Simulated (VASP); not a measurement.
# InTe4 (I4/mmm) in VASP: a series of runs

The runs below take InTe4 through relaxation of cell and atoms, single point, with PBE.

Everything below comes from runs of VASP 6.6.1. Logs are shortened: lines on timing, memory, paths and dates and some standing lists are left out, and cuts for length are marked.

**1. The cell of the first run**

The structure is tetragonal, space group I4/mmm (No. 139). Conventional cell: a = 6.428 Å, b = 6.428 Å, c = 8.046 Å, α = 90.00°, β = 90.00°, γ = 90.00°. In (site symmetry 4/mmm) has 8 Te at 3.03 Å within 4.0 Å. Within 4.1 Å of Te (site symmetry 2/m) lie 2 In at 3.03 Å and 6 Te at 3.21 to 4.02 Å.

The cell was generated, and may not be a known phase.

**2. Relaxation of cell and atoms, PBE**

Input file INCAR:

```
PREC = Accurate ; ENCUT = 600
EDIFF = 1E-6 ; ISMEAR = 0
SIGMA = 0.2 ; LREAL = F
LASPH = T ; NELM = 60
ALGO = Normal ; ISIF = 3
LWAVE = F ; LCHARG = F
GGA = PE ; IBRION = 2
NSW = 36 ; EDIFFG = -0.08
```

Input file KPOINTS:

```
regular mesh
0
Gamma
  4 4 4
```

Input file POSCAR:

```
InTe4
1.0
   -3.2138989300      3.2138989300      4.0230407300
    3.2138989300     -3.2138989300      4.0230407300
    3.2138989300      3.2138989300     -4.0230407300
In Te
1 4
Direct
    0.0000000000      0.0000000000      0.0000000000
    0.5000000000      0.5000000000      0.5000000000
    0.0000000000      0.0000000000      0.5000000000
    0.5000000000      0.0000000000      0.0000000000
    0.0000000000      0.5000000000      0.0000000000
```

Potentials or basis: VASP PAW PBE potentials, release 64 (In_d, Te).

On the command line:

```
cat potpaw_PBE.64/In_d/POTCAR potpaw_PBE.64/Te/POTCAR > POTCAR
mpirun -np 1 vasp_std > vasp.out
```

OUTCAR:

```text
PREC = Accurate
   ENCUT = 600
   EDIFF = 1E-6
   ISMEAR = 0
   LREAL = F
   LASPH = T
   NELM = 60
   ISIF = 3
   GGA = PE
   IBRION = 2
   NSW = 36
   EDIFFG = -0.08

 ion  position               nearest neighbor table
   1  0.000  0.000  0.000-   2 3.03   3 3.03   4 3.03   5 3.03   3 3.03   5 3.03   4 3.03   2 3.03

   2  0.500  0.500  0.500-   1 3.03   1 3.03   5 3.21   4 3.21   5 3.21   4 3.21
   3  0.000  0.000  0.500-   1 3.03   1 3.03   5 3.21   4 3.21   5 3.21   4 3.21
   4  0.500  0.000  0.000-   1 3.03   1 3.03   3 3.21   2 3.21   2 3.21   3 3.21
   5  0.000  0.500  0.000-   1 3.03   1 3.03   3 3.21   2 3.21   3 3.21   2 3.21

  LATTYP: Found a body centered tetragonal cell.
 ALAT       =     6.4277978600
 C/A-ratio  =     1.2517632998

  Lattice vectors:

 A1 = (  -3.2138989300,   3.2138989300,   4.0230407300)
 A2 = (   3.2138989300,  -3.2138989300,   4.0230407300)
 A3 = (   3.2138989300,   3.2138989300,  -4.0230407300)

Analysis of symmetry for initial positions (statically):
=====================================================================
 Subroutine PRICEL returns:
 Original cell was already a primitive cell.

 Routine SETGRP: Setting up the symmetry group for a
 body centered tetragonal supercell.

 Subroutine GETGRP returns: Found 16 space group operations
 (whereof 16 operations were pure point group operations)
 out of a pool of 16 trial point group operations.

The static configuration has the point symmetry D_4h.

Analysis of symmetry for dynamics (positions and initial velocities):
=====================================================================
 Subroutine PRICEL returns:
 Original cell was already a primitive cell.

 Routine SETGRP: Setting up the symmetry group for a
 body centered tetragonal supercell.

 Subroutine GETGRP returns: Found 16 space group operations
 (whereof 16 operations were pure point group operations)
 out of a pool of 16 trial point group operations.

The dynamic configuration has the point symmetry D_4h.

 Subroutine INISYM returns: Found 16 space group operations
 (whereof 16 operations are pure point group operations),
 and found     1 'primitive' translations

----------------------------------------------------------------------------------------

                                     Primitive cell

  volume of cell :     166.2183

  direct lattice vectors                    reciprocal lattice vectors
    -3.213898930  3.213898930  4.023040730     0.000000000  0.155574276  0.124284101
     3.213898930 -3.213898930  4.023040730     0.155574276  0.000000000  0.124284101
     3.213898930  3.213898930 -4.023040730     0.155574276  0.155574276  0.000000000

  length of vectors
     6.069855796  6.069855796  6.069855796     0.199122809  0.199122809  0.220015251

  position of ions in fractional coordinates (direct lattice)
     0.000000000  0.000000000  0.000000000
     0.500000000  0.500000000  0.500000000
     1.000000000  1.000000000  0.500000000
     0.500000000  0.000000000  0.000000000
     0.000000000  0.500000000  0.000000000

  ion indices of the primitive-cell ions
   primitive index   ion index
                 1           1
                 2           2
                 3           3
                 4           4
                 5           5

----------------------------------------------------------------------------------------

 KPOINTS: regular mesh

Automatic generation of k-mesh.
 Grid dimensions read from file:
 generate k-points for:    4    4    4

 Generating k-lattice:

  Cartesian coordinates                     Fractional coordinates (reciprocal lattice)
     0.000000000  0.038893569  0.031071025     0.250000000  0.000000000 -0.000000000
     0.038893569  0.000000000  0.031071025     0.000000000  0.250000000 -0.000000000
     0.038893569  0.038893569  0.000000000     0.000000000  0.000000000  0.250000000

  Length of vectors
     0.049780702  0.049780702  0.055003813

  Shift w.r.t. Gamma in fractional coordinates (k-lattice)
     0.000000000  0.000000000  0.000000000

 Subroutine IBZKPT returns following result:
 ===========================================

 Found     13 irreducible k-points:

 Following reciprocal coordinates:
            Coordinates               Weight
  0.000000  0.000000  0.000000      1.000000
  0.250000  0.000000  0.000000      8.000000
  0.500000  0.000000  0.000000      4.000000
  0.250000  0.250000  0.000000      8.000000
  0.500000  0.250000  0.000000     16.000000
 -0.250000  0.250000  0.000000      4.000000
  0.500000  0.500000  0.000000      2.000000
  0.250000  0.250000  0.250000      2.000000
 -0.250000  0.250000  0.250000      4.000000
  0.500000  0.500000  0.250000      4.000000
 -0.250000  0.500000  0.250000      8.000000
 -0.250000 -0.250000  0.250000      2.000000
  0.500000  0.500000  0.500000      1.000000
   k-points           NKPTS =     13   k-points in BZ     NKDIM =     13   number of bands    NBANDS=     22
   number of dos      NEDOS =    301   number of ions     NIONS =      5
   total plane-waves  NPLWV = 110592
   dimension x,y,z NGX =    48 NGY =   48 NGZ =   48
   dimension x,y,z NGXF=    96 NGYF=   96 NGZF=   96
   ions per type =               1   4
   NGX,Y,Z   is equivalent  to a cutoff of  13.15, 13.15, 13.15 a.u.
   NGXF,Y,Z  is equivalent  to a cutoff of  26.29, 26.29, 26.29 a.u.
 SYSTEM =  unknown system
   PREC   = accura    normal or accurate (medium, high low for compatibility)
   ISTART =      0    job   : 0-new  1-cont  2-samecut
   ICHARG =      2    charge: 1-file 2-atom 10-const
   ISPIN  =      1    spin polarized calculation?
   LNONCOLLINEAR =      F non collinear calculations
   LSORBIT =      F    spin-orbit coupling
   LASPH  =      T    aspherical Exc in radial PAW
   ENCUT  =  600.0 eV  44.10 Ry    6.64 a.u.  12.12 12.12 12.12*2*pi/ulx,y,z
   NELM   =     60;   NELMIN=  2; NELMDL= -5     # of ELM steps
   EDIFF  = 0.1E-05   stopping-criterion for ELM
   LREAL  =      F    real-space projection
   EDIFFG = -.8E-01   stopping-criterion for IOM
   NSW    =     36    number of steps for IOM
   IBRION =      2    ionic relax: 0-MD 1-quasi-New 2-CG
   NFREE  =      1    steps in history (QN), initial steepest desc. (CG)
   ISIF   =      3    stress and relaxation
   ISYM   =      2    0-nonsym 1-usesym 2-fastsym
   POTIM  = 0.5000    time-step for ionic-motion
   TEBEG  =    0.0;   TEEND  =   0.0 temperature during run
   PSTRESS=    0.0 pullay stress
   NELECT =      37.0000    total number of electrons
   NUPDOWN=      -1.0000    fix difference up-down
   EMIN   =  10.00;   EMAX   =-10.00  energy-range for DOS
   EFERMI =   0.00;   METHOD = LEGACY
   ISMEAR =     0;   SIGMA  =   0.20  broadening in eV -4-tet -1-fermi 0-gaus
   EFERMI_NEDOS =   21; number of points for ismear=-14 and -15
   IALGO  =     38    algorithm
   IMIX   =      4    mixing-type and parameters
     AMIX     =   0.40;   BMIX     =  1.00
     AMIX_MAG =   1.60;   BMIX_MAG =  1.00
  volume/ion in A,a.u.               =      33.24       224.34
  Fermi-wavevector in a.u.,A,eV,Ry     =   0.992162  1.874914 13.393369  0.984385
  Thomas-Fermi vector in A             =   2.123954
   LORBIT       =      0    0 simple, 1 ext, 2 COOP (PROOUT), +10 PAW based schemes
   GGA     = PE    functional components
   LHFCALC =     F    Hartree Fock is set to
   AEXX    =    0.0000 exact exchange contribution
   IVDW    =     0    specifies the selected vdW correction
   LEPSILON=     F    determine dielectric tensor
   LRPA    =     F    only Hartree local field effects (RPA)
 conjugate gradient relaxation of ions
 non-spin polarized calculation
 Gauss-broadening in eV      SIGMA  =   0.20
  energy-cutoff  :      600.00
  volume of cell :      166.22
 maximum number of plane-waves:      5558
   NGX = 25   NGY = 25   NGZ = 25

--------------------------------------- Ionic step        1  -------------------------------------------

 number of electron      36.9999997 magnetization

 Free energy of the ion-electron system (eV)
  ---------------------------------------------------
  ext. energy  EPLUGINS =         0.00000000
  ---------------------------------------------------
  free energy    TOTEN  =       -14.50581519 eV

  energy without entropy =      -14.42151210  energy(sigma->0) =      -14.46366365

 E-fermi :   5.8760     XC(G=0):  -9.0162

 val. band max:        5.7336337296   @ k =   0.2500   0.0000   0.0000
 cond. band min:       5.8969466687   @ k =  -0.2500   0.5000   0.2500
 fundamental gap:      0.1633129391
 Fermi energy:         5.8760152859

 k-point     1 :       0.0000    0.0000    0.0000
  band No.  band energies     occupation
      1      -9.1528      2.00000
      2      -9.1528      2.00000
      3      -9.0637      2.00000
      4      -9.0506      2.00000
      5      -8.9995      2.00000
      6      -7.3559      2.00000
[... 14 lines left out ...]
     21       8.3900      0.00000
     22       8.4252      0.00000
[... 515 lines left out ...]
 POSITION                                       TOTAL-FORCE (eV/Angst)
 -----------------------------------------------------------------------------------
      0.00000     -0.00000      0.00000        -0.000000      0.000000     -0.000000
      1.55079      1.55079      2.50212        -0.000000     -0.000000      0.000000
      1.55079      1.55079     -2.50212         0.000000     -0.000000     -0.000000
     -1.55079      1.55079      2.50212         0.000000      0.000000      0.000000
      1.55079     -1.55079      2.50212        -0.000000     -0.000000     -0.000000
 -----------------------------------------------------------------------------------
    total drift:                                0.000000      0.000000     -0.000000

  FREE ENERGIE OF THE ION-ELECTRON SYSTEM (eV)
  ---------------------------------------------------
  free  energy   TOTEN  =       -15.0605122510 eV

  energy  without entropy=      -14.9917070058  energy(sigma->0) =      -15.02610963

--------------------------------------- Ionic step        7  -------------------------------------------

 number of electron      37.0000003 magnetization

 Free energy of the ion-electron system (eV)
  ---------------------------------------------------
  ext. energy  EPLUGINS =         0.00000000
  ---------------------------------------------------
  free energy    TOTEN  =       -15.08853895 eV

  energy without entropy =      -15.01370409  energy(sigma->0) =      -15.05112152

 E-fermi :   3.6248     XC(G=0):  -8.0043

 val. band max:        3.6208879217   @ k =  -0.2500   0.2500   0.0000
 cond. band min:       3.7320889545   @ k =   0.5000   0.5000   0.5000
 fundamental gap:      0.1112010329
 Fermi energy:         3.6247602028

 k-point     1 :       0.0000    0.0000    0.0000
  band No.  band energies     occupation
      1     -10.3202      2.00000
      2     -10.3200      2.00000
      3     -10.3200      2.00000
      4     -10.2977      2.00000
      5     -10.2931      2.00000
      6      -8.9970      2.00000
[... 14 lines left out ...]
     21       6.5979      0.00000
     22       7.2888      0.00000
[... 320 lines left out ...]
 POSITION                                       TOTAL-FORCE (eV/Angst)
 -----------------------------------------------------------------------------------
      0.00000     -0.00000      0.00000         0.000000      0.000000      0.000000
      1.55667      1.55667      2.61185        -0.000000      0.000000      0.000000
      4.67001     -1.55667      2.61185        -0.000000      0.000000     -0.000000
     -1.55667      1.55667      2.61185         0.000000      0.000000      0.000000
      1.55667      4.67001      2.61185        -0.000000     -0.000000      0.000000
 -----------------------------------------------------------------------------------
    total drift:                               -0.000000      0.000000     -0.000000

  FREE ENERGIE OF THE ION-ELECTRON SYSTEM (eV)
  ---------------------------------------------------
  free  energy   TOTEN  =       -15.0885389506 eV

  energy  without entropy=      -15.0137040889  energy(sigma->0) =      -15.05112152

 reached required accuracy - stopping structural energy minimisation
```

Wall time 2.8 min (1 thread of Intel Xeon 6975P-C (Granite Rapids), shared host); peak memory 0.36 GiB.

Results:

| Property | Result |
| --- | --- |
| Free energy | -15.0885 eV |
| Relaxed volume | 40.51 Å³/atom |
| Relaxed cell | a = 6.832 Å, b = 6.832 Å, c = 6.832 Å, α = 125.78°, β = 125.78°, γ = 80.25° |
| Space group after relaxing (to 0.1 Å) | I4/mmm (No. 139) |
| Energy gained by relaxing | 116.5 meV/atom |
| Ionic steps | 7 |
| Pressure after relaxing | 0.0 GPa |
| Band gap on the k mesh | zero (an odd number of electrons rules out a gap without spin polarisation) |

The path:
```tsv
step	energy change (eV)	largest force (eV/Å)	pressure (GPa)	volume (Å³)
1	0.0000	0.0000	2.95	166.22
2	-0.2182	0.0000	-0.45	181.30
3	-0.2276	0.0000	-1.55	188.39
4	-0.4234	0.0000	-0.93	190.49
5	-0.5317	0.0000	1.77	192.82
6	-0.5547	0.0000	0.97	192.56
7	-0.5827	0.0000	0.02	202.53
```

Final structure:
```
In Te
1.0
    -3.11334    3.11334    5.22370
     3.11334   -3.11334    5.22370
     3.11334    3.11334   -5.22370
In Te
1 4
Cartesian
  0.0000 0.0000 0.0000
  1.5567 1.5567 2.6119
  4.6700 -1.5567 2.6119
  -1.5567 1.5567 2.6119
  1.5567 4.6700 2.6119
```

Caveat: the volume moved by over 15 % at a fixed basis, so the end points are rough; the highest band is partly filled, so the run has too few bands; spin-orbit coupling is left out, which moves the levels of the heavy elements; an odd number of electrons without spin polarisation forces a metal; a magnetic or distorted state may lie lower.

**3. Single point, PBE**

This run uses another cell than the first one, of 42.83 Å³/atom.

Input file INCAR:

```
SYSTEM = InTe4
ALGO = Normal ; EDIFF = 1E-6
ENCUT = 520 ; GGA = PE
ISIF = 2 ; ISMEAR = 0
LASPH = .TRUE. ; LCHARG = .FALSE.
LREAL = .FALSE. ; LWAVE = .FALSE.
NBANDS = 26 ; NELM = 80
PREC = Accurate ; SIGMA = 0.1
```

Input file KPOINTS:

```
k-points
0
G
  8 8 8
  0 0 0
```

Changes to POSCAR since step 2:

```diff
@@ -2,5 +2,5 @@
 1.0
-   -3.2138989300      3.2138989300      4.0230407300
-    3.2138989300     -3.2138989300      4.0230407300
-    3.2138989300      3.2138989300     -4.0230407300
+   -3.0735293252      3.0735293252      5.6669225841
+    3.0735293252     -3.0735293252      5.6669225841
+    3.0735293252      3.0735293252     -5.6669225841
 In Te
```

Potentials or basis: VASP PAW PBE potentials, release 64 (In_d, Te).

On the command line:

```
cat potpaw_PBE.64/In_d/POTCAR potpaw_PBE.64/Te/POTCAR > POTCAR
mpirun -np 1 vasp_std > vasp.out
```

Wall time 4 min (1 thread of Intel Xeon 6975P-C (Granite Rapids), shared host); peak memory 0.57 GiB.

Results (log left out):

```yaml
Free_energy: -15.0130 eV
Pressure: 0.0 GPa
Band_gap_on_the_k_mesh: zero (an odd number of electrons rules out a gap without spin polarisation)
```

Levels at points of the mesh, in eV from the Fermi level:
```
           k point  band 15  band 16  band 17  band 18  band 19  band 20  band 21  band 22
(0.00, 0.00, 0.00)    -3.30    -1.68    -1.68     0.80     2.91     2.91     2.99     3.63
(0.50, 0.00, 0.00)    -1.89    -0.93    -0.81    -0.45     0.03     0.03     1.87     3.50
(0.50, 0.50, 0.00)    -1.34    -1.32    -1.28    -1.00    -0.92    -0.85    -0.82    -0.21
(0.50, 0.50, 0.50)    -1.07    -1.07    -0.64     0.60     1.55     2.34     2.34     2.97
```

Caveat: spin-orbit coupling is left out, which moves the levels of the heavy elements; an odd number of electrons without spin polarisation forces a metal; a magnetic or distorted state may lie lower.

The gap in the log of VASP goes by the Fermi energy; the results here count the filled bands.